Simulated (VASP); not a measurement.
# Al3Cu (Pmmm) in VASP: notebook

Runs on Al3Cu. Level: PBEsol. Tasks: single point.

All numbers are computed with VASP 6.6.1; they aren't measurements. Logs are shortened: lines on timing, memory, paths and dates and some standing lists are left out, and cuts for length are marked.

## (1) The cell of the first run

It takes space group Pmmm (No. 47, orthorhombic). Conventional cell: a = 2.717 Å, b = 2.842 Å, c = 7.603 Å, α = 90.00°, β = 90.00°, γ = 90.00°. Al (site symmetry mmm) has 12 Al at 2.72 to 2.89 Å within 3.6 Å. Within 3.4 Å of Al (site symmetry mm2) lie 4 Cu at 2.58 Å and 9 Al at 2.72 to 3.36 Å. Within 3.4 Å of Cu (site symmetry mmm) lie 8 Al at 2.58 Å and 4 Cu at 2.72 to 2.84 Å.

## (2) Single point, PBEsol (strain +0.0225 x Voigt [1, -1, 0, 0, 0, 0])

Input file INCAR:

```
SYSTEM = Al3Cu
PREC = Accurate ; ENCUT = 520
EDIFF = 1E-6 ; ISMEAR = 0
SIGMA = 0.15 ; LREAL = .False.
LASPH = .True. ; NELM = 80
ALGO = Fast ; ISIF = 2
LWAVE = .False. ; LCHARG = .True.
GGA = PS ; LELF = .True.
LVHAR = .True. ; NBANDS = 18
```

Input file KPOINTS:

```
Automatic mesh
0
Gamma
  18 18 6
  0 0 0
```

Input file POSCAR:

```
Al3Cu
1.0
    2.8422258775      0.0000000000      0.0000000000
    0.0000000000      2.7171401421      0.0000000000
    0.0000000000      0.0000000000      7.6029571177
Al Cu
3 1
Direct
    0.0000000000      0.0000000000      0.5000000000
    0.5000000000      0.5000000000      0.2206884206
    0.5000000000      0.5000000000      0.7793115794
    0.0000000000      0.0000000000      0.0000000000
```

Potentials or basis: VASP PAW PBE potentials, release 64 (Al, Cu).

On the command line:

```bash
cat potpaw_PBE.64/Al/POTCAR potpaw_PBE.64/Cu/POTCAR > POTCAR
mpirun -np 1 vasp_std > vasp.out
```

OUTCAR:

```text
SYSTEM = Al3Cu
   PREC = Accurate
   ENCUT = 520
   EDIFF = 1E-6
   ISMEAR = 0
   LREAL = .False.
   LASPH = .True.
   NELM = 80
   ISIF = 2
   GGA = PS

 ion  position               nearest neighbor table
   1  0.000  0.000  0.500-   2 2.89   3 2.89   2 2.89   3 2.89   2 2.89   3 2.89   2 2.89   3 2.89

   2  0.500  0.500  0.221-   4 2.58   4 2.58   4 2.58   4 2.58   1 2.89   1 2.89   1 2.89   1 2.89
                             3 3.36
   3  0.500  0.500  0.779-   4 2.58   4 2.58   4 2.58   4 2.58   1 2.89   1 2.89   1 2.89   1 2.89
                             2 3.36
   4  0.000  0.000  0.000-   2 2.58   3 2.58   2 2.58   3 2.58   2 2.58   3 2.58   2 2.58   3 2.58

  LATTYP: Found a simple orthorhombic cell.
 ALAT       =     2.7171401421
 B/A-ratio  =     1.0460358056
 C/A-ratio  =     2.7981468456

  Lattice vectors:

 A1 = (   0.0000000000,  -2.7171401421,   0.0000000000)
 A2 = (   2.8422258775,   0.0000000000,   0.0000000000)
 A3 = (   0.0000000000,   0.0000000000,   7.6029571177)

Analysis of symmetry for initial positions (statically):
=====================================================================
 Subroutine PRICEL returns:
 Original cell was already a primitive cell.

 Routine SETGRP: Setting up the symmetry group for a
 simple orthorhombic supercell.

 Subroutine GETGRP returns: Found  8 space group operations
 (whereof  8 operations were pure point group operations)
 out of a pool of  8 trial point group operations.

The static configuration has the point symmetry D_2h.

Analysis of symmetry for dynamics (positions and initial velocities):
=====================================================================
 Subroutine PRICEL returns:
 Original cell was already a primitive cell.

 Routine SETGRP: Setting up the symmetry group for a
 simple orthorhombic supercell.

 Subroutine GETGRP returns: Found  8 space group operations
 (whereof  8 operations were pure point group operations)
 out of a pool of  8 trial point group operations.

The dynamic configuration has the point symmetry D_2h.

 Subroutine INISYM returns: Found  8 space group operations
 (whereof  8 operations are pure point group operations),
 and found     1 'primitive' translations

----------------------------------------------------------------------------------------

                                     Primitive cell

  volume of cell :      58.7156

  direct lattice vectors                    reciprocal lattice vectors
     2.842225878  0.000000000  0.000000000     0.351836920  0.000000000  0.000000000
     0.000000000  2.717140142  0.000000000     0.000000000  0.368034017  0.000000000
     0.000000000  0.000000000  7.602957118     0.000000000  0.000000000  0.131527771

  length of vectors
     2.842225878  2.717140142  7.602957118     0.351836920  0.368034017  0.131527771

  position of ions in fractional coordinates (direct lattice)
     0.000000000  0.000000000  0.500000000
     0.500000000  0.500000000  0.220688421
     0.500000000  0.500000000  0.779311579
     0.000000000  0.000000000  0.000000000

  ion indices of the primitive-cell ions
   primitive index   ion index
                 1           1
                 2           2
                 3           3
                 4           4

----------------------------------------------------------------------------------------

 KPOINTS: Automatic mesh

Automatic generation of k-mesh.
 Grid dimensions read from file:
 generate k-points for:   18   18    6

 Generating k-lattice:

  Cartesian coordinates                     Fractional coordinates (reciprocal lattice)
     0.019546496  0.000000000  0.000000000     0.055555556  0.000000000  0.000000000
     0.000000000  0.020446334  0.000000000     0.000000000  0.055555556  0.000000000
     0.000000000  0.000000000  0.021921295     0.000000000  0.000000000  0.166666667

  Length of vectors
     0.019546496  0.020446334  0.021921295

  Shift w.r.t. Gamma in fractional coordinates (k-lattice)
     0.000000000  0.000000000  0.000000000

 Subroutine IBZKPT returns following result:
 ===========================================

 Found    400 irreducible k-points:

 Following reciprocal coordinates:
            Coordinates               Weight
  0.000000  0.000000  0.000000      1.000000
  0.055556  0.000000  0.000000      2.000000
  0.111111  0.000000  0.000000      2.000000
  0.166667  0.000000  0.000000      2.000000
  0.222222  0.000000  0.000000      2.000000
  0.277778  0.000000  0.000000      2.000000
[... 16 lines left out ...]
  0.111111  0.111111  0.000000      4.000000
  0.166667  0.111111  0.000000      4.000000
 [... further k-points ...]
   k-points           NKPTS =    400   k-points in BZ     NKDIM =    400   number of bands    NBANDS=     18
   number of dos      NEDOS =    301   number of ions     NIONS =      4
   total plane-waves  NPLWV =  28800
   dimension x,y,z NGX =    24 NGY =   20 NGZ =   60
   dimension x,y,z NGXF=    48 NGYF=   40 NGZF=  120
   ions per type =               3   1
   NGX,Y,Z   is equivalent  to a cutoff of  14.04, 12.24, 13.12 a.u.
   NGXF,Y,Z  is equivalent  to a cutoff of  28.08, 24.47, 26.24 a.u.
 SYSTEM =  Al3Cu
   PREC   = accura    normal or accurate (medium, high low for compatibility)
   ISTART =      0    job   : 0-new  1-cont  2-samecut
   ICHARG =      2    charge: 1-file 2-atom 10-const
   ISPIN  =      1    spin polarized calculation?
   LNONCOLLINEAR =      F non collinear calculations
   LSORBIT =      F    spin-orbit coupling
   LASPH  =      T    aspherical Exc in radial PAW
   ENCUT  =  520.0 eV  38.22 Ry    6.18 a.u.   5.28  5.05 14.14*2*pi/ulx,y,z
   NELM   =     80;   NELMIN=  2; NELMDL= -5     # of ELM steps
   EDIFF  = 0.1E-05   stopping-criterion for ELM
   LREAL  =      F    real-space projection
   EDIFFG = 0.1E-04   stopping-criterion for IOM
   NSW    =      0    number of steps for IOM
   IBRION =     -1    ionic relax: 0-MD 1-quasi-New 2-CG
   NFREE  =      0    steps in history (QN), initial steepest desc. (CG)
   ISIF   =      2    stress and relaxation
   ISYM   =      2    0-nonsym 1-usesym 2-fastsym
   POTIM  = 0.5000    time-step for ionic-motion
   TEBEG  =    0.0;   TEEND  =   0.0 temperature during run
   PSTRESS=    0.0 pullay stress
   NELECT =      20.0000    total number of electrons
   NUPDOWN=      -1.0000    fix difference up-down
   EMIN   =  10.00;   EMAX   =-10.00  energy-range for DOS
   EFERMI =   0.00;   METHOD = LEGACY
   ISMEAR =     0;   SIGMA  =   0.15  broadening in eV -4-tet -1-fermi 0-gaus
   EFERMI_NEDOS =   21; number of points for ismear=-14 and -15
   IALGO  =     68    algorithm
   IMIX   =      4    mixing-type and parameters
     AMIX     =   0.40;   BMIX     =  1.00
     AMIX_MAG =   1.60;   BMIX_MAG =  1.00
  volume/ion in A,a.u.               =      14.68        99.06
  Fermi-wavevector in a.u.,A,eV,Ry     =   1.143318  2.160558 17.785215  1.307176
  Thomas-Fermi vector in A             =   2.280014
   LORBIT       =      0    0 simple, 1 ext, 2 COOP (PROOUT), +10 PAW based schemes
   GGA     = PS    functional components
   LHFCALC =     F    Hartree Fock is set to
   AEXX    =    0.0000 exact exchange contribution
   IVDW    =     0    specifies the selected vdW correction
   LEPSILON=     F    determine dielectric tensor
   LRPA    =     F    only Hartree local field effects (RPA)
 non-spin polarized calculation
 RMM-DIIS sequential band-by-band and
 Gauss-broadening in eV      SIGMA  =   0.15
  energy-cutoff  :      520.00
  volume of cell :       58.72
 maximum number of plane-waves:      1612
 NGX is ok and might be reduce to    24
   NGX = 11   NGY = 11   NGZ = 29

 number of electron      19.9999984 magnetization

 Free energy of the ion-electron system (eV)
  ---------------------------------------------------
  ext. energy  EPLUGINS =         0.00000000
  ---------------------------------------------------
  free energy    TOTEN  =       -16.95345877 eV

  energy without entropy =      -16.93792010  energy(sigma->0) =      -16.94568943

 E-fermi :   8.4145     XC(G=0): -10.9441

 val. band max:        8.4117152477   @ k =   0.1667   0.3333   0.1667
 cond. band min:       8.4168765807   @ k =   0.5000   0.4444   0.0000
 fundamental gap:      0.0051613330
 Fermi energy:         8.4145007162

 k-point     1 :       0.0000    0.0000    0.0000
  band No.  band energies     occupation
      1      -2.8037      2.00000
      2      -0.3940      2.00000
      3      -0.1175      2.00000
      4       3.8464      2.00000
      5       3.9497      2.00000
      6       4.6722      2.00000
[... 10 lines left out ...]
     17      18.2915      0.00000
     18      18.6691      0.00000

 k-point     2 :       0.0556    0.0000    0.0000
  band No.  band energies     occupation
      1      -2.7466      2.00000
      2      -0.3426      2.00000
      3      -0.0603      2.00000
      4       3.8536      2.00000
      5       3.9668      2.00000
      6       4.6361      2.00000
[... 10 lines left out ...]
     17      18.3222      0.00000
     18      18.5058      0.00000

 k-point     3 :       0.1111    0.0000    0.0000
  band No.  band energies     occupation
      1      -2.5753      2.00000
      2      -0.1893      2.00000
      3       0.1108      2.00000
      4       3.8738      2.00000
      5       4.0150      2.00000
      6       4.5429      2.00000
[... 10 lines left out ...]
     17      18.4563      0.00000
     18      18.6660      0.00000

 k-point     4 :       0.1667    0.0000    0.0000
  band No.  band energies     occupation
      1      -2.2909      2.00000
      2       0.0639      2.00000
      3       0.3942      2.00000
      4       3.9025      2.00000
      5       4.0847      2.00000
      6       4.4218      2.00000
[... 10 lines left out ...]
     17      18.7280      0.00000
     18      19.0182      0.00000

 k-point     5 :       0.2222    0.0000    0.0000
  band No.  band energies     occupation
      1      -1.8947      2.00000
      2       0.4123      2.00000
      3       0.7871      2.00000
      4       3.9306      2.00000
      5       4.1586      2.00000
      6       4.2963      2.00000
[... 10 lines left out ...]
     17      18.3318      0.00000
     18      19.0199      0.00000

 k-point     6 :       0.2778    0.0000    0.0000
  band No.  band energies     occupation
      1      -1.3891      2.00000
      2       0.8473      2.00000
      3       1.2841      2.00000
      4       3.9350      2.00000
      5       4.1814      2.00000
      6       4.2099      2.00000
[... 10 lines left out ...]
     17      18.7626      0.00000
     18      19.4013      0.00000

 k-point     7 :       0.3333    0.0000    0.0000
  band No.  band energies     occupation
      1      -0.7772      2.00000
      2       1.3518      2.00000
      3       1.8755      2.00000
      4       3.8283      2.00000
      5       4.0857      2.00000
      6       4.2136      2.00000
[... 10 lines left out ...]
     17      19.3088      0.00000
     18      19.9085      0.00000

 k-point     8 :       0.3889    0.0000    0.0000
  band No.  band energies     occupation
      1      -0.0639      2.00000
      2       1.8873      2.00000
      3       2.5383      2.00000
      4       3.3729      2.00000
      5       4.0148      2.00000
      6       4.2008      2.00000
[... 10 lines left out ...]
     17      19.8804      0.00000
     18      20.4763      0.00000
[... 229 lines left out ...]
     17      19.5953      0.00000
     18      19.7747      0.00000

 k-point    20 :       0.5000    0.0556    0.0000
  band No.  band energies     occupation
      1       1.6250      2.00000
      2       1.7395      2.00000
      3       2.6029      2.00000
      4       3.6650      2.00000
      5       3.9707      2.00000
      6       4.1554      2.00000
[... 10 lines left out ...]
     17      18.7672      0.00000
     18      20.2532      0.00000

 k-point    21 :       0.0000    0.1111    0.0000
  band No.  band energies     occupation
      1      -2.5538      2.00000
      2      -0.1688      2.00000
      3       0.1326      2.00000
      4       3.9086      2.00000
      5       4.0136      2.00000
      6       4.6667      2.00000
[... 10 lines left out ...]
     17      16.9921      0.00000
     18      18.0628      0.00000

 k-point    22 :       0.0556    0.1111    0.0000
  band No.  band energies     occupation
      1      -2.4968      2.00000
      2      -0.1178      2.00000
      3       0.1894      2.00000
      4       3.9182      2.00000
      5       4.0286      2.00000
      6       4.6505      2.00000
[... 10 lines left out ...]
     17      17.4597      0.00000
     18      18.9882      0.00000

 k-point    23 :       0.1111    0.1111    0.0000
  band No.  band energies     occupation
      1      -2.3262      2.00000
      2       0.0343      2.00000
      3       0.3594      2.00000
      4       3.9445      2.00000
      5       4.0716      2.00000
      6       4.5676      2.00000
[... 10 lines left out ...]
     17      19.0226      0.00000
     18      19.1918      0.00000

 k-point    24 :       0.1667    0.1111    0.0000
  band No.  band energies     occupation
      1      -2.0429      2.00000
      2       0.2850      2.00000
      3       0.6409      2.00000
      4       3.9813      2.00000
      5       4.1347      2.00000
      6       4.4544      2.00000
[... 10 lines left out ...]
     17      18.8383      0.00000
     18      19.8249      0.00000

 [... further k-points ...]

------------------------ aborting loop because EDIFF is reached ----------------------------------------

  FORCE on cell =-STRESS in cart. coord.  units (eV):
  Direction    XX          YY          ZZ          XY          YZ          ZX
  --------------------------------------------------------------------------------------
  -------------------------------------------------------------------------------------
  Total       -0.8082162      1.3283062     -0.0505315      0.0000000      0.0000000      0.0000000
  in kB      -22.0538779     36.2456273     -1.3788575      0.0000000      0.0000000      0.0000000
  external PRESSURE =       4.2709640 kB  Pullay stress =       0.0000000 kB

 VOLUME and BASIS-vectors are now :
 -----------------------------------------------------------------------------
  energy-cutoff  :      520.00
  volume of cell :       58.72
      direct lattice vectors                 reciprocal lattice vectors
     2.842225878  0.000000000  0.000000000     0.351836920  0.000000000  0.000000000
     0.000000000  2.717140142  0.000000000     0.000000000  0.368034017  0.000000000
     0.000000000  0.000000000  7.602957118     0.000000000  0.000000000  0.131527771

 POSITION                                       TOTAL-FORCE (eV/Angst)
 -----------------------------------------------------------------------------------
      0.00000      0.00000      3.80148         0.000000      0.000000      0.000000
      1.42111      1.35857      1.67788        -0.000000      0.000000      0.048486
      1.42111      1.35857      5.92507        -0.000000      0.000000     -0.048486
      0.00000      0.00000      0.00000         0.000000      0.000000      0.000000
 -----------------------------------------------------------------------------------
    total drift:                               -0.000000      0.000000      0.000000

  FREE ENERGIE OF THE ION-ELECTRON SYSTEM (eV)
  ---------------------------------------------------
  free  energy   TOTEN  =       -16.9534587697 eV

  energy  without entropy=      -16.9379200963  energy(sigma->0) =      -16.94568943
```

Run time: 15 min. Hardware: 1 thread of Intel Xeon 8259CL, shared host; peak memory 0.49 GiB.

What came out:

| Quantity | Value |
| --- | --- |
| Free energy | -16.9535 eV |
| Pressure | 0.4 GPa |
| Largest force | 0.048 eV/Å |
| Band gap on the k mesh | zero (bands 10 and 11 overlap by 6.27 eV) |

Forces on the atoms (eV/Å):
```
Al   0.000  0.000  0.000
Al   0.000  0.000  0.048
Al   0.000  0.000 -0.048
Cu   0.000  0.000  0.000
```

Stress tensor (GPa, compression positive):
```
-2.21  0.00  0.00
 0.00  3.62  0.00
 0.00  0.00 -0.14
```

Caveat: the cell differs from its parent crystal (strain +0.0225 x Voigt [1, -1, 0, 0, 0, 0]); the PAW data sets were made with another functional, which shifts forces and pressure a little.

(Continued in part 2 of 2.)
